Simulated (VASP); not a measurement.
# NaLaS2 (P4/mmm) in VASP: further runs

The runs below take NaLaS2 through single point, relaxation of cell and atoms, with LDA.

Everything below comes from runs of VASP 6.6.1. Logs are shortened: lines on timing, memory, paths and dates and some standing lists are left out, and cuts for length are marked.

### Step 1. The cell of the first run

It takes space group P4/mmm (No. 123, tetragonal). Conventional cell: a = 4.109 Å, b = 4.109 Å, c = 5.566 Å, α = 90.00°, β = 90.00°, γ = 90.00°. Na (site symmetry 4/mmm) has 6 S at 2.78 to 2.91 Å within 3.7 Å. La (site symmetry 4/mmm) has 6 S at 2.78 to 2.91 Å within 3.7 Å. Within 3.7 Å of S (site symmetry 4/mmm) lie 2 Na at 2.78 Å and 4 La at 2.91 Å. Within 3.7 Å of S (site symmetry 4/mmm) lie 2 La at 2.78 Å and 4 Na at 2.91 Å.

### Step 2. Single point, LDA

INCAR

```
SYSTEM = NaLaS2
PREC = Accurate
ENCUT = 520
EDIFF = 1E-6
ISMEAR = 0
SIGMA = 0.02
LREAL = .FALSE.
LASPH = .TRUE.
NELM = 60
ALGO = Normal
ISIF = 2
LWAVE = .FALSE.
LCHARG = .FALSE.
GGA = CA
NBANDS = 23
```

KPOINTS

```
Automatic mesh
0
G
  4 4 3
  0 0 0
```

POSCAR

```
NaLaS2
1.0
    4.1093937069      0.0000000000      0.0000000000
    0.0000000000      4.1093937069      0.0000000000
    0.0000000000      0.0000000000      5.5656313532
Na La S
1 1 2
Direct
    0.0000000000      0.0000000000      0.0000000000
    0.5000000000      0.5000000000      0.5000000000
    0.0000000000      0.0000000000      0.5000000000
    0.5000000000      0.5000000000      0.0000000000
```

Potentials or basis: VASP PAW LDA potentials, release 64 (Na_pv, La, S).

The run is started by

```bash
cat potpaw_LDA.64/Na_pv/POTCAR potpaw_LDA.64/La/POTCAR potpaw_LDA.64/S/POTCAR > POTCAR
mpirun -np 1 vasp_std > vasp.out
```

OUTCAR:

```text
SYSTEM = NaLaS2
   PREC = Accurate
   ENCUT = 520
   EDIFF = 1E-6
   ISMEAR = 0
   LREAL = .FALSE.
   LASPH = .TRUE.
   NELM = 60
   ISIF = 2
   GGA = CA

 ion  position               nearest neighbor table
   1  0.000  0.000  0.000-   3 2.78   3 2.78
   2  0.500  0.500  0.500-   4 2.78   4 2.78   3 2.91   3 2.91   3 2.91   3 2.91
   3  0.000  0.000  0.500-   1 2.78   1 2.78   2 2.91   2 2.91   2 2.91   2 2.91
   4  0.500  0.500  0.000-   2 2.78   2 2.78

  LATTYP: Found a simple tetragonal cell.
 ALAT       =     4.1093937069
 C/A-ratio  =     1.3543680042

  Lattice vectors:

 A1 = (   4.1093937069,   0.0000000000,   0.0000000000)
 A2 = (   0.0000000000,   4.1093937069,   0.0000000000)
 A3 = (   0.0000000000,   0.0000000000,   5.5656313532)

Analysis of symmetry for initial positions (statically):
=====================================================================
 Subroutine PRICEL returns:
 Original cell was already a primitive cell.

 Routine SETGRP: Setting up the symmetry group for a
 simple tetragonal supercell.

 Subroutine GETGRP returns: Found 16 space group operations
 (whereof 16 operations were pure point group operations)
 out of a pool of 16 trial point group operations.

The static configuration has the point symmetry D_4h.

Analysis of symmetry for dynamics (positions and initial velocities):
=====================================================================
 Subroutine PRICEL returns:
 Original cell was already a primitive cell.

 Routine SETGRP: Setting up the symmetry group for a
 simple tetragonal supercell.

 Subroutine GETGRP returns: Found 16 space group operations
 (whereof 16 operations were pure point group operations)
 out of a pool of 16 trial point group operations.

The dynamic configuration has the point symmetry D_4h.

 Subroutine INISYM returns: Found 16 space group operations
 (whereof 16 operations are pure point group operations),
 and found     1 'primitive' translations

----------------------------------------------------------------------------------------

                                     Primitive cell

  volume of cell :      93.9875

  direct lattice vectors                    reciprocal lattice vectors
     4.109393707  0.000000000  0.000000000     0.243344900  0.000000000  0.000000000
     0.000000000  4.109393707  0.000000000     0.000000000  0.243344900  0.000000000
     0.000000000  0.000000000  5.565631353     0.000000000  0.000000000  0.179674135

  length of vectors
     4.109393707  4.109393707  5.565631353     0.243344900  0.243344900  0.179674135

  position of ions in fractional coordinates (direct lattice)
     0.000000000  0.000000000  0.000000000
     0.500000000  0.500000000  0.500000000
     0.000000000  0.000000000  0.500000000
     0.500000000  0.500000000  0.000000000

  ion indices of the primitive-cell ions
   primitive index   ion index
                 1           1
                 2           2
                 3           3
                 4           4

----------------------------------------------------------------------------------------

 KPOINTS: Automatic mesh

Automatic generation of k-mesh.
 Grid dimensions read from file:
 generate k-points for:    4    4    3

 Generating k-lattice:

  Cartesian coordinates                     Fractional coordinates (reciprocal lattice)
     0.060836225  0.000000000  0.000000000     0.250000000  0.000000000  0.000000000
     0.000000000  0.060836225  0.000000000     0.000000000  0.250000000  0.000000000
     0.000000000  0.000000000  0.059891378     0.000000000  0.000000000  0.333333333

  Length of vectors
     0.060836225  0.060836225  0.059891378

  Shift w.r.t. Gamma in fractional coordinates (k-lattice)
     0.000000000  0.000000000  0.000000000

 Subroutine IBZKPT returns following result:
 ===========================================

 Found     12 irreducible k-points:

 Following reciprocal coordinates:
            Coordinates               Weight
  0.000000  0.000000  0.000000      1.000000
  0.250000  0.000000  0.000000      4.000000
  0.500000  0.000000  0.000000      2.000000
  0.250000  0.250000  0.000000      4.000000
  0.500000  0.250000  0.000000      4.000000
  0.500000  0.500000  0.000000      1.000000
  0.000000  0.000000  0.333333      2.000000
  0.250000  0.000000  0.333333      8.000000
  0.500000  0.000000  0.333333      4.000000
  0.250000  0.250000  0.333333      8.000000
  0.500000  0.250000  0.333333      8.000000
  0.500000  0.500000  0.333333      2.000000
   k-points           NKPTS =     12   k-points in BZ     NKDIM =     12   number of bands    NBANDS=     23
   number of dos      NEDOS =    301   number of ions     NIONS =      4
   total plane-waves  NPLWV =  43008
   dimension x,y,z NGX =    32 NGY =   32 NGZ =   42
   dimension x,y,z NGXF=    64 NGYF=   64 NGZF=   84
   ions per type =               1   1   2
   NGX,Y,Z   is equivalent  to a cutoff of  12.95, 12.95, 12.55 a.u.
   NGXF,Y,Z  is equivalent  to a cutoff of  25.89, 25.89, 25.09 a.u.
 SYSTEM =  NaLaS2
   PREC   = accura    normal or accurate (medium, high low for compatibility)
   ISTART =      0    job   : 0-new  1-cont  2-samecut
   ICHARG =      2    charge: 1-file 2-atom 10-const
   ISPIN  =      1    spin polarized calculation?
   LNONCOLLINEAR =      F non collinear calculations
   LSORBIT =      F    spin-orbit coupling
   LASPH  =      T    aspherical Exc in radial PAW
   ENCUT  =  520.0 eV  38.22 Ry    6.18 a.u.   7.64  7.64 10.35*2*pi/ulx,y,z
   NELM   =     60;   NELMIN=  2; NELMDL= -5     # of ELM steps
   EDIFF  = 0.1E-05   stopping-criterion for ELM
   LREAL  =      F    real-space projection
   EDIFFG = 0.1E-04   stopping-criterion for IOM
   NSW    =      0    number of steps for IOM
   IBRION =     -1    ionic relax: 0-MD 1-quasi-New 2-CG
   NFREE  =      0    steps in history (QN), initial steepest desc. (CG)
   ISIF   =      2    stress and relaxation
   ISYM   =      2    0-nonsym 1-usesym 2-fastsym
   POTIM  = 0.5000    time-step for ionic-motion
   TEBEG  =    0.0;   TEEND  =   0.0 temperature during run
   PSTRESS=    0.0 pullay stress
   NELECT =      30.0000    total number of electrons
   NUPDOWN=      -1.0000    fix difference up-down
   EMIN   =  10.00;   EMAX   =-10.00  energy-range for DOS
   EFERMI =   0.00;   METHOD = LEGACY
   ISMEAR =     0;   SIGMA  =   0.02  broadening in eV -4-tet -1-fermi 0-gaus
   EFERMI_NEDOS =   21; number of points for ismear=-14 and -15
   IALGO  =     38    algorithm
   IMIX   =      4    mixing-type and parameters
     AMIX     =   0.40;   BMIX     =  1.00
     AMIX_MAG =   1.60;   BMIX_MAG =  1.00
  volume/ion in A,a.u.               =      23.50       158.56
  Fermi-wavevector in a.u.,A,eV,Ry     =   1.118816  2.114255 17.031077  1.251749
  Thomas-Fermi vector in A             =   2.255450
   LORBIT       =      0    0 simple, 1 ext, 2 COOP (PROOUT), +10 PAW based schemes
   GGA     = CA    functional components
   LHFCALC =     F    Hartree Fock is set to
   AEXX    =    0.0000 exact exchange contribution
   IVDW    =     0    specifies the selected vdW correction
   LEPSILON=     F    determine dielectric tensor
   LRPA    =     F    only Hartree local field effects (RPA)
 non-spin polarized calculation
 Gauss-broadening in eV      SIGMA  =   0.02
  energy-cutoff  :      520.00
  volume of cell :       93.99
 maximum number of plane-waves:      2557
 NGX is ok and might be reduce to    32
   NGX = 15   NGY = 15   NGZ = 21

 number of electron      30.0000004 magnetization

 Free energy of the ion-electron system (eV)
  ---------------------------------------------------
  ext. energy  EPLUGINS =         0.00000000
  ---------------------------------------------------
  free energy    TOTEN  =       -23.57504237 eV

  energy without entropy =      -23.57504237  energy(sigma->0) =      -23.57504237

 E-fermi :   4.2100     XC(G=0):  -9.6323

 val. band max:        4.0416360550   @ k =   0.5000   0.5000   0.0000
 cond. band min:       4.5844635741   @ k =   0.0000   0.0000   0.0000
 fundamental gap:      0.5428275192
 Fermi energy:         4.2099926058

 k-point     1 :       0.0000    0.0000    0.0000
  band No.  band energies     occupation
      1     -27.2785      2.00000
      2     -17.9560      2.00000
      3     -17.9115      2.00000
      4     -17.9115      2.00000
      5     -11.1509      2.00000
      6     -11.0457      2.00000
[... 15 lines left out ...]
     22       7.5920      0.00000
     23       7.5920      0.00000

 k-point     2 :       0.2500    0.0000    0.0000
  band No.  band energies     occupation
      1     -27.2638      2.00000
      2     -17.9555      2.00000
      3     -17.9170      2.00000
      4     -17.9108      2.00000
      5     -11.4667      2.00000
      6     -11.1276      2.00000
[... 15 lines left out ...]
     22       7.6119      0.00000
     23       7.8165      0.00000

 k-point     3 :       0.5000    0.0000    0.0000
  band No.  band energies     occupation
      1     -27.2490      2.00000
      2     -17.9549      2.00000
      3     -17.9225      2.00000
      4     -17.9101      2.00000
      5     -11.8080      2.00000
      6     -11.1041      2.00000
[... 15 lines left out ...]
     22       7.6144      0.00000
     23       7.9803      0.00000

 k-point     4 :       0.2500    0.2500    0.0000
  band No.  band energies     occupation
      1     -27.2499      2.00000
      2     -17.9550      2.00000
      3     -17.9163      2.00000
      4     -17.9156      2.00000
      5     -11.4344      2.00000
      6     -11.2369      2.00000
[... 15 lines left out ...]
     22       7.6718      0.00000
     23       7.7239      0.00000

 k-point     5 :       0.5000    0.2500    0.0000
  band No.  band energies     occupation
      1     -27.2359      2.00000
      2     -17.9544      2.00000
      3     -17.9211      2.00000
      4     -17.9149      2.00000
      5     -11.6293      2.00000
      6     -11.1992      2.00000
[... 15 lines left out ...]
     22       7.6109      0.00000
     23       7.6309      0.00000

 k-point     6 :       0.5000    0.5000    0.0000
  band No.  band energies     occupation
      1     -27.2228      2.00000
      2     -17.9540      2.00000
      3     -17.9196      2.00000
      4     -17.9196      2.00000
      5     -11.4199      2.00000
      6     -11.4199      2.00000
[... 15 lines left out ...]
     22       7.6919      0.00000
     23       7.6920      0.00000

 k-point     7 :       0.0000    0.0000    0.3333
  band No.  band energies     occupation
      1     -27.2774      2.00000
      2     -17.9574      2.00000
      3     -17.9114      2.00000
      4     -17.9114      2.00000
      5     -11.3296      2.00000
      6     -11.0440      2.00000
[... 15 lines left out ...]
     22       7.5357      0.00000
     23       7.8049      0.00000

 k-point     8 :       0.2500    0.0000    0.3333
  band No.  band energies     occupation
      1     -27.2627      2.00000
      2     -17.9571      2.00000
      3     -17.9171      2.00000
      4     -17.9107      2.00000
      5     -11.4615      2.00000
      6     -11.2996      2.00000
[... 15 lines left out ...]
     22       7.4417      0.00000
     23       7.8378      0.00000

 k-point     9 :       0.5000    0.0000    0.3333
  band No.  band energies     occupation
      1     -27.2479      2.00000
      2     -17.9569      2.00000
      3     -17.9228      2.00000
      4     -17.9101      2.00000
      5     -11.8007      2.00000
      6     -11.2694      2.00000
[... 15 lines left out ...]
     22       7.4625      0.00000
     23       8.7306      0.00000

 k-point    10 :       0.2500    0.2500    0.3333
  band No.  band energies     occupation
      1     -27.2488      2.00000
      2     -17.9567      2.00000
      3     -17.9165      2.00000
      4     -17.9155      2.00000
      5     -11.4291      2.00000
      6     -11.2734      2.00000
[... 15 lines left out ...]
     22       7.4997      0.00000
     23       8.2031      0.00000

 k-point    11 :       0.5000    0.2500    0.3333
  band No.  band energies     occupation
      1     -27.2348      2.00000
      2     -17.9563      2.00000
      3     -17.9212      2.00000
      4     -17.9148      2.00000
      5     -11.6242      2.00000
      6     -11.2471      2.00000
[... 15 lines left out ...]
     22       7.4735      0.00000
     23       8.1432      0.00000

 k-point    12 :       0.5000    0.5000    0.3333
  band No.  band energies     occupation
      1     -27.2217      2.00000
      2     -17.9557      2.00000
      3     -17.9195      2.00000
      4     -17.9195      2.00000
      5     -11.4176      2.00000
      6     -11.4176      2.00000
[... 15 lines left out ...]
     22       7.5665      0.00000
     23       7.7885      0.00000

------------------------ aborting loop because EDIFF is reached ----------------------------------------

  FORCE on cell =-STRESS in cart. coord.  units (eV):
  Direction    XX          YY          ZZ          XY          YZ          ZX
  --------------------------------------------------------------------------------------
  -------------------------------------------------------------------------------------
  Total       -0.0438120     -0.0438120     -0.0055254      0.0000000      0.0000000     -0.0000000
  in kB       -0.7468500     -0.7468500     -0.0941893      0.0000000      0.0000000     -0.0000000
  external PRESSURE =      -0.5292964 kB  Pullay stress =       0.0000000 kB

 VOLUME and BASIS-vectors are now :
 -----------------------------------------------------------------------------
  energy-cutoff  :      520.00
  volume of cell :       93.99
      direct lattice vectors                 reciprocal lattice vectors
     4.109393707  0.000000000  0.000000000     0.243344900  0.000000000  0.000000000
     0.000000000  4.109393707  0.000000000     0.000000000  0.243344900  0.000000000
     0.000000000  0.000000000  5.565631353     0.000000000  0.000000000  0.179674135

 POSITION                                       TOTAL-FORCE (eV/Angst)
 -----------------------------------------------------------------------------------
      0.00000      0.00000      0.00000         0.000000      0.000000      0.000000
      2.05470      2.05470      2.78282         0.000000      0.000000      0.000000
      0.00000      0.00000      2.78282         0.000000      0.000000      0.000000
      2.05470      2.05470      0.00000         0.000000      0.000000      0.000000
 -----------------------------------------------------------------------------------
    total drift:                                0.000000     -0.000000     -0.000000

  FREE ENERGIE OF THE ION-ELECTRON SYSTEM (eV)
  ---------------------------------------------------
  free  energy   TOTEN  =       -23.5750423665 eV

  energy  without entropy=      -23.5750423665  energy(sigma->0) =      -23.57504237
```

Run time: 31 s. Hardware: 1 thread of AMD EPYC 7R13 (Zen 3), shared host; peak memory 0.15 GiB.

What came out:

- Free energy: -23.5750 eV
- Pressure: -0.1 GPa
- Band gap on the k mesh: 0.54 eV, indirect (least direct gap 0.60 eV)

Levels at points of the mesh, in eV from the valence-band top:
```csv
k point,band 12,band 13,band 14,band 15,band 16,band 17,band 18,band 19
"(0.00, 0.00, 0.00)",-1.29,-0.09,-0.09,-0.05,0.54,3.14,3.34,3.43
"(0.50, 0.00, 0.00)",-2.18,-1.75,-0.17,-0.03,2.89,3.08,3.20,3.28
"(0.50, 0.50, 0.00)",-1.53,-0.87,-0.87,0.00,1.64,1.64,3.15,3.15
```

Caveat: spin-orbit coupling is left out, which moves the levels of the heavy elements. A k mesh can miss the band edges.

### Step 3. Relaxation of cell and atoms, LDA

This run uses another cell than the first one, of 24.96 Å³/atom, 1.062 times its volume.

INCAR

```
ALGO = Normal ; EDIFF = 1E-6
EDIFFG = -0.02 ; ENCUT = 600
IBRION = 2 ; ISIF = 3
ISMEAR = 0 ; LASPH = T
LCHARG = F ; LREAL = F
LWAVE = F ; NELM = 60
NSW = 80 ; PREC = Accurate
SIGMA = 0.02
```

KPOINTS

```
k-points
0
Gamma
  4 4 3
```

POSCAR

```
NaLaS2
1.0
    4.2019700000      0.0000000000      0.0000000000
    0.0000000000      4.2019700000      0.0000000000
    0.0000000000      0.0000000000      5.6556110000
Na La S
1 1 2
Direct
    0.0000000000      0.0000000000      0.0000000000
    0.5000000000      0.5000000000      0.5000000000
    0.0000000000      0.0000000000      0.5000000000
    0.5000000000      0.5000000000      0.0000000000
```

Potentials or basis: VASP PAW LDA potentials, release 64 (Na_pv, La, S).

The run is started by

```bash
cat potpaw_LDA.64/Na_pv/POTCAR potpaw_LDA.64/La/POTCAR potpaw_LDA.64/S/POTCAR > POTCAR
mpirun -np 1 vasp_std > vasp.out
```

Wall time 81 s (1 thread of AMD EPYC 7R13 (Zen 3), shared host); peak memory 0.2 GiB.

The run converged. Its results:

- Free energy: -23.5759 eV
- Relaxed volume: 23.48 Å³/atom
- Relaxed cell: a = 4.107 Å, b = 4.107 Å, c = 5.567 Å, α = 90.00°, β = 90.00°, γ = 90.00°
- Space group after relaxing (to 0.05 Å): P4/mmm (No. 123)
- Energy gained by relaxing: 17.4 meV/atom
- Ionic steps: 4
- Pressure after relaxing: 0.0 GPa
- Band gap on the k mesh: 0.54 eV, indirect (least direct gap 0.59 eV)

The path:
```tsv
step	energy change (eV)	largest force (eV/Å)	pressure (GPa)	volume (Å³)
1	0.0000	0.0000	-3.57	99.86
2	-0.0571	0.0000	1.59	92.03
3	-0.0674	0.0000	-0.01	94.12
4	-0.0694	0.0000	0.02	93.90
```

Final structure:
```cif
data_structure
_symmetry_space_group_name_H-M 'P 1'
_symmetry_Int_Tables_number 1
_cell_length_a 4.1069
_cell_length_b 4.1069
_cell_length_c 5.5673
_cell_angle_alpha 90.000
_cell_angle_beta 90.000
_cell_angle_gamma 90.000
_cell_volume 93.90
loop_
_atom_site_label
_atom_site_type_symbol
_atom_site_fract_x
_atom_site_fract_y
_atom_site_fract_z
_atom_site_occupancy
Na1 Na 0.00000 0.00000 0.00000 1
La1 La 0.50000 0.50000 0.50000 1
S1 S 0.00000 0.00000 0.50000 1
S2 S 0.50000 0.50000 0.00000 1
```

Levels at points of the mesh, in eV from the valence-band top:
| k point | band 11 | band 12 | band 13 | band 14 | band 15 | band 16 | band 17 | band 18 | band 19 |
| --- | --- | --- | --- | --- | --- | --- | --- | --- | --- |
| (0.00, 0.00, 0.00) | -1.29 | -1.29 | -0.08 | -0.08 | -0.05 | 0.54 | 3.14 | 3.34 | 3.45 |
| (0.50, 0.00, 0.00) | -2.72 | -2.19 | -1.75 | -0.18 | -0.03 | 2.89 | 3.08 | 3.20 | 3.28 |
| (0.50, 0.50, 0.00) | -1.84 | -1.53 | -0.87 | -0.87 | 0.00 | 1.64 | 1.64 | 3.15 | 3.15 |

Caveat: spin-orbit coupling is left out, which moves the levels of the heavy elements. A k mesh can miss the band edges.
